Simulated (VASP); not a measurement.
# Ca in VASP: a series of runs, part 3 of 3

VASP 6.6.1. Earlier steps stand in the parts before.

## 5. Electric field gradients, PBE (volume scaled by 0.9405)

Input file INCAR:

```
PREC = Accurate
ENCUT = 520
EDIFF = 1E-8
ISMEAR = -1
SIGMA = 0.05
LREAL = F
LASPH = T
NELM = 80
ALGO = Normal
ISIF = 2
LWAVE = F
LCHARG = F
GGA = PE
LEFG = T
NBANDS = 11
```

Input file KPOINTS:

```
Automatic mesh
0
Gamma
  11 11 11
```

Input file POSCAR:

```
Ca
1.0
    0.0000000000      2.7376447309      2.7376447309
    2.7376447309      0.0000000000      2.7376447309
    2.7376447309      2.7376447309      0.0000000000
Ca
1
Direct
    0.0000000000      0.0000000000      0.0000000000
```

Potentials or basis: VASP PAW PBE potentials, release 64 (Ca_sv).

Launch:

```sh
$ cat potpaw_PBE.64/Ca_sv/POTCAR > POTCAR
$ mpirun -np 1 vasp_std > vasp.out
```

OUTCAR:

```text
PREC = Accurate
   ENCUT = 520
   EDIFF = 1E-8
   ISMEAR = -1
   LREAL = F
   LASPH = T
   NELM = 80
   ISIF = 2
   GGA = PE

 ion  position               nearest neighbor table
   1  0.000  0.000  0.000-

  LATTYP: Found a face centered cubic cell.
 ALAT       =     5.4752894618

  Lattice vectors:

 A1 = (   0.0000000000,   2.7376447309,   2.7376447309)
 A2 = (   2.7376447309,   0.0000000000,   2.7376447309)
 A3 = (   2.7376447309,   2.7376447309,   0.0000000000)

Analysis of symmetry for initial positions (statically):
=====================================================================
 Subroutine PRICEL returns:
 Original cell was already a primitive cell.

 Routine SETGRP: Setting up the symmetry group for a
 face centered cubic supercell.

 Subroutine GETGRP returns: Found 48 space group operations
[... 516 lines left out ...]
  external PRESSURE =       5.1281046 kB  Pullay stress =       0.0000000 kB

 VOLUME and BASIS-vectors are now :
 -----------------------------------------------------------------------------
  energy-cutoff  :      520.00
  volume of cell :       41.04
      direct lattice vectors                 reciprocal lattice vectors
     0.000000000  2.737644731  2.737644731    -0.182638746  0.182638746  0.182638746
     2.737644731  0.000000000  2.737644731     0.182638746 -0.182638746  0.182638746
     2.737644731  2.737644731  0.000000000     0.182638746  0.182638746 -0.182638746

 POSITION                                       TOTAL-FORCE (eV/Angst)
 -----------------------------------------------------------------------------------
      0.00000      0.00000      0.00000         0.000000     -0.000000      0.000000
 -----------------------------------------------------------------------------------
    total drift:                               -0.000000     -0.000000      0.000000

  FREE ENERGIE OF THE ION-ELECTRON SYSTEM (eV)
  ---------------------------------------------------
  free  energy   TOTEN  =        -1.9335650623 eV

  energy  without entropy=       -1.9227401484  energy(sigma->0) =       -1.92815261

 Electric field gradients (V/A^2)
---------------------------------------------------------------------
 ion       V_xx      V_yy      V_zz      V_xy      V_xz      V_yz
---------------------------------------------------------------------
   1      -0.000     0.000     0.000    -0.000    -0.000    -0.000
---------------------------------------------------------------------

 Electric field gradients after diagonalization (V/A^2)
 (convention: |V_zz| > |V_xx| > |V_yy|)
----------------------------------------------------------------------
 ion       V_xx      V_yy      V_zz     asymmetry (V_yy - V_xx)/ V_zz
----------------------------------------------------------------------
   1       0.000     0.000    -0.000       0.000
----------------------------------------------------------------------

           NMR quadrupolar parameters

 Cq : quadrupolar parameter    Cq=e*Q*V_zz/h
 eta: asymmetry parameters     (V_yy - V_xx)/ V_zz
 Q  : nuclear electric quadrupole moment in mb (millibarn)
----------------------------------------------------------------------
 ion       Cq(MHz)       eta       Q (mb)
----------------------------------------------------------------------
   1      -0.000       0.000       1.000
----------------------------------------------------------------------
```

OSZICAR:

```text
N       E                     dE             d eps       ncg     rms          rms(c)
DAV:   1     0.694758771453E+02    0.69476E+02   -0.50827E+03  1232   0.834E+02
DAV:   2    -0.417892534859E+00   -0.69894E+02   -0.69357E+02  1388   0.212E+02
DAV:   3    -0.186858984970E+01   -0.14507E+01   -0.14380E+01  1777   0.303E+01
DAV:   4    -0.194436261539E+01   -0.75773E-01   -0.75361E-01  1581   0.518E+00
DAV:   5    -0.194580658816E+01   -0.14440E-02   -0.14438E-02  1772   0.668E-01    0.218E+00
DAV:   6    -0.193671570100E+01    0.90909E-02   -0.11791E-02  1504   0.117E+00    0.133E+00
DAV:   7    -0.193398835562E+01    0.27273E-02   -0.16695E-02  1475   0.150E+00    0.102E-01
DAV:   8    -0.193355296317E+01    0.43539E-03   -0.19832E-03  1425   0.420E-01    0.244E-02
DAV:   9    -0.193356535207E+01   -0.12389E-04   -0.83827E-05  1599   0.822E-02    0.101E-02
DAV:  10    -0.193356560387E+01   -0.25180E-06   -0.71479E-06  1922   0.190E-02    0.805E-04
DAV:  11    -0.193356515568E+01    0.44819E-06   -0.19759E-07  1993   0.287E-03    0.890E-04
DAV:  12    -0.193356505626E+01    0.99425E-07   -0.60177E-09  1054   0.897E-04    0.710E-05
DAV:  13    -0.193356506234E+01   -0.60832E-08   -0.10707E-09   814   0.250E-04
   1 F= -.19335651E+01 E0= -.19281526E+01  d E =-.108249E-01
```

stdout:

```text
POSCAR found type information on POSCAR Ca
 POSCAR found :  1 types and       1 ions
 scaLAPACK will be used
 LDA part: xc-table for (Slater+PW92), standard interpolation
 POSCAR, INCAR and KPOINTS ok, starting setup
 FFT: planning ... GRIDC
 FFT: planning ... GRID_SOFT
 FFT: planning ... GRID
 WAVECAR not read
 entering main loop
ion   1
```

Run time: 22 s. Hardware: 1 thread of Intel Xeon 6975P-C, shared host; peak memory 0.18 GiB.

Results:

```
Free energy            : -1.9336 eV
Pressure               : 0.5 GPa
Band gap on the k mesh : zero (band 5 reaches 2.21 eV, above the bottom of band 6 at 1.97 eV)
```

Caveat: without QUAD_EFG the Cq values of the log hold for a quadrupole moment of 1 mb, not for the nuclei.

## 6. Electric field gradients, PBE (volume scaled by 0.97)

Input file INCAR:

```
ALGO = Normal ; EDIFF = 1E-8
ENCUT = 520 ; GGA = PE
ISIF = 2 ; ISMEAR = -1
LASPH = T ; LCHARG = F
LEFG = T ; LREAL = F
LWAVE = F ; NBANDS = 11
NELM = 80 ; PREC = Accurate
SIGMA = 0.05
```

Input file KPOINTS:

```
k-points
0
Gamma
  11 11 11
```

Input file POSCAR:

```
Ca
1.0
    0.0000000000      2.7659738278      2.7659738278
    2.7659738278      0.0000000000      2.7659738278
    2.7659738278      2.7659738278      0.0000000000
Ca
1
Direct
    0.0000000000      0.0000000000      0.0000000000
```

Potentials or basis: VASP PAW PBE potentials, release 64 (Ca_sv).

Launch:

```sh
$ cat potpaw_PBE.64/Ca_sv/POTCAR > POTCAR
$ mpirun -np 1 vasp_std > vasp.out
```

OUTCAR:

```text
EDIFF = 1E-8
   ENCUT = 520
   GGA = PE
   ISIF = 2
   ISMEAR = -1
   LASPH = T
   LREAL = F
   NELM = 80
   PREC = Accurate

 ion  position               nearest neighbor table
   1  0.000  0.000  0.000-

  LATTYP: Found a face centered cubic cell.
 ALAT       =     5.5319476556

  Lattice vectors:

 A1 = (   0.0000000000,   2.7659738278,   2.7659738278)
 A2 = (   2.7659738278,   0.0000000000,   2.7659738278)
 A3 = (   2.7659738278,   2.7659738278,   0.0000000000)

Analysis of symmetry for initial positions (statically):
=====================================================================
 Subroutine PRICEL returns:
 Original cell was already a primitive cell.

 Routine SETGRP: Setting up the symmetry group for a
 face centered cubic supercell.

 Subroutine GETGRP returns: Found 48 space group operations
 (whereof 48 operations were pure point group operations)
 out of a pool of 48 trial point group operations.

The static configuration has the point symmetry O_h .

Analysis of symmetry for dynamics (positions and initial velocities):
=====================================================================
 Subroutine PRICEL returns:
 Original cell was already a primitive cell.

 Routine SETGRP: Setting up the symmetry group for a
 face centered cubic supercell.

 Subroutine GETGRP returns: Found 48 space group operations
 (whereof 48 operations were pure point group operations)
 out of a pool of 48 trial point group operations.

The dynamic configuration has the point symmetry O_h .

 Subroutine INISYM returns: Found 48 space group operations
 (whereof 48 operations are pure point group operations),
 and found     1 'primitive' translations

----------------------------------------------------------------------------------------

                                     Primitive cell

  volume of cell :      42.3228

  direct lattice vectors                    reciprocal lattice vectors
     0.000000000  2.765973828  2.765973828    -0.180768160  0.180768160  0.180768160
     2.765973828  0.000000000  2.765973828     0.180768160 -0.180768160  0.180768160
     2.765973828  2.765973828  0.000000000     0.180768160  0.180768160 -0.180768160

  length of vectors
     3.911677700  3.911677700  3.911677700     0.313099638  0.313099638  0.313099638

  position of ions in fractional coordinates (direct lattice)
     0.000000000  0.000000000  0.000000000

  ion indices of the primitive-cell ions
   primitive index   ion index
                 1           1

----------------------------------------------------------------------------------------

 KPOINTS: k-points

Automatic generation of k-mesh.
 Grid dimensions read from file:
 generate k-points for:   11   11   11

[... 64 lines left out ...]
   LREAL  =      F    real-space projection
   EDIFFG = 0.1E-06   stopping-criterion for IOM
   NSW    =      0    number of steps for IOM
   IBRION =     -1    ionic relax: 0-MD 1-quasi-New 2-CG
   NFREE  =      0    steps in history (QN), initial steepest desc. (CG)
   ISIF   =      2    stress and relaxation
   ISYM   =      2    0-nonsym 1-usesym 2-fastsym
   POTIM  = 0.5000    time-step for ionic-motion
   TEBEG  =    0.0;   TEEND  =   0.0 temperature during run
   PSTRESS=    0.0 pullay stress
   NELECT =      10.0000    total number of electrons
   NUPDOWN=      -1.0000    fix difference up-down
   EMIN   =  10.00;   EMAX   =-10.00  energy-range for DOS
   EFERMI =   0.00;   METHOD = LEGACY
   ISMEAR =    -1;   SIGMA  =   0.05  broadening in eV -4-tet -1-fermi 0-gaus
   EFERMI_NEDOS =   21; number of points for ismear=-14 and -15
   IALGO  =     38    algorithm
   IMIX   =      4    mixing-type and parameters
     AMIX     =   0.40;   BMIX     =  1.00
     AMIX_MAG =   1.60;   BMIX_MAG =  1.00
  volume/ion in A,a.u.               =      42.32       285.61
  Fermi-wavevector in a.u.,A,eV,Ry     =   1.012084  1.912562 13.936652  1.024315
  Thomas-Fermi vector in A             =   2.145173
   LORBIT       =      0    0 simple, 1 ext, 2 COOP (PROOUT), +10 PAW based schemes
   GGA     = PE    functional components
   LHFCALC =     F    Hartree Fock is set to
   AEXX    =    0.0000 exact exchange contribution
   IVDW    =     0    specifies the selected vdW correction
   LEPSILON=     F    determine dielectric tensor
   LRPA    =     F    only Hartree local field effects (RPA)
 non-spin polarized calculation
  energy-cutoff  :      520.00
  volume of cell :       42.32
 maximum number of plane-waves:      1159
 NGX is ok and might be reduce to    30
   NGX = 15   NGY = 15   NGZ = 15

 number of electron      10.0000000 magnetization

 Free energy of the ion-electron system (eV)
  ---------------------------------------------------
  ext. energy  EPLUGINS =         0.00000000
  ---------------------------------------------------
  free energy    TOTEN  =        -1.93558989 eV

  energy without entropy =       -1.92460575  energy(sigma->0) =       -1.93009782

 E-fermi :   1.9447     XC(G=0):  -7.7266

 val. band max:        1.8689872745   @ k =  -0.4545   0.1818   0.0000
 cond. band min:       1.9597529408   @ k =  -0.3636   0.3636   0.0909
 fundamental gap:      0.0907656663
 Fermi energy:         1.9447475608

 k-point     1 :       0.0000    0.0000    0.0000
  band No.  band energies     occupation
      1     -40.0745      2.00000
      2     -20.9919      2.00000
      3     -20.9919      2.00000
      4     -20.9919      2.00000
      5      -2.0721      2.00000
      6       4.2824      0.00000
      7       4.2824      0.00000
      8       4.2824      0.00000
      9       5.3487      0.00000
     10       5.3487      0.00000
     11      11.0540      0.00000
[... 309 lines left out ...]
 k-point    24 :      -0.1818    0.1818    0.0000
  band No.  band energies     occupation
      1     -40.0656      2.00000
      2     -21.0670      2.00000
      3     -21.0237      2.00000
      4     -21.0016      2.00000
      5      -0.6586      2.00000
      6       3.2753      0.00000
      7       4.0292      0.00000
      8       4.7801      0.00000
      9       4.8480      0.00000
     10       5.8315      0.00000
     11       9.3931      0.00000

 [... further k-points ...]
[... 5 lines left out ...]
  --------------------------------------------------------------------------------------
  -------------------------------------------------------------------------------------
  Total       -0.0126225     -0.0126225     -0.0126225      0.0000000      0.0000000      0.0000000
  in kB       -0.4778392     -0.4778392     -0.4778392      0.0000000      0.0000000      0.0000000
  external PRESSURE =      -0.4778392 kB  Pullay stress =       0.0000000 kB

 VOLUME and BASIS-vectors are now :
 -----------------------------------------------------------------------------
  energy-cutoff  :      520.00
  volume of cell :       42.32
      direct lattice vectors                 reciprocal lattice vectors
     0.000000000  2.765973828  2.765973828    -0.180768160  0.180768160  0.180768160
     2.765973828  0.000000000  2.765973828     0.180768160 -0.180768160  0.180768160
     2.765973828  2.765973828  0.000000000     0.180768160  0.180768160 -0.180768160

 POSITION                                       TOTAL-FORCE (eV/Angst)
 -----------------------------------------------------------------------------------
      0.00000      0.00000      0.00000         0.000000     -0.000000      0.000000
 -----------------------------------------------------------------------------------
    total drift:                               -0.000000     -0.000000      0.000000

  FREE ENERGIE OF THE ION-ELECTRON SYSTEM (eV)
  ---------------------------------------------------
  free  energy   TOTEN  =        -1.9355898913 eV

  energy  without entropy=       -1.9246057506  energy(sigma->0) =       -1.93009782

 Electric field gradients (V/A^2)
---------------------------------------------------------------------
 ion       V_xx      V_yy      V_zz      V_xy      V_xz      V_yz
---------------------------------------------------------------------
   1      -0.000     0.000    -0.000     0.000     0.000     0.000
---------------------------------------------------------------------

 Electric field gradients after diagonalization (V/A^2)
 (convention: |V_zz| > |V_xx| > |V_yy|)
----------------------------------------------------------------------
 ion       V_xx      V_yy      V_zz     asymmetry (V_yy - V_xx)/ V_zz
----------------------------------------------------------------------
   1      -0.000    -0.000     0.000       0.000
----------------------------------------------------------------------

           NMR quadrupolar parameters

 Cq : quadrupolar parameter    Cq=e*Q*V_zz/h
 eta: asymmetry parameters     (V_yy - V_xx)/ V_zz
 Q  : nuclear electric quadrupole moment in mb (millibarn)
----------------------------------------------------------------------
 ion       Cq(MHz)       eta       Q (mb)
----------------------------------------------------------------------
   1       0.000       0.000       1.000
----------------------------------------------------------------------
```

Wall time 25 s (1 thread of Intel Xeon 6975P-C, shared host); peak memory 0.18 GiB.

What came out:

| Item | Value |
| --- | --- |
| Free energy | -1.9356 eV |
| Pressure | 0.0 GPa |
| Band gap on the k mesh | zero (band 5 reaches 2.10 eV, above the bottom of band 6 at 1.82 eV) |

Caveat: without QUAD_EFG the Cq values of the log hold for a quadrupole moment of 1 mb, not for the nuclei.

## 7. The runs side by side

```csv
cell,gap on the mesh (eV),pressure (GPa)
"a = 4.011, b = 4.011, c = 4.070 Å, angles 59.5, 59.5, 61.0°, 1 atom",none,-1.4
"a = 3.872 Å, angles 60.0°, 1 atom",none,0.5
"a = 3.912 Å, angles 60.0°, 1 atom",none,0.0
```

Alike in all rows: task electric field gradients; level PBE; potentials or basis VASP PAW PBE potentials, release 64 (Ca_sv); no spin polarisation; k mesh 11 × 11 × 11; cutoff (eV) 520; smearing fermi-dirac 0.05 eV.

Absolute energies hang on the potentials; compare differences alone.
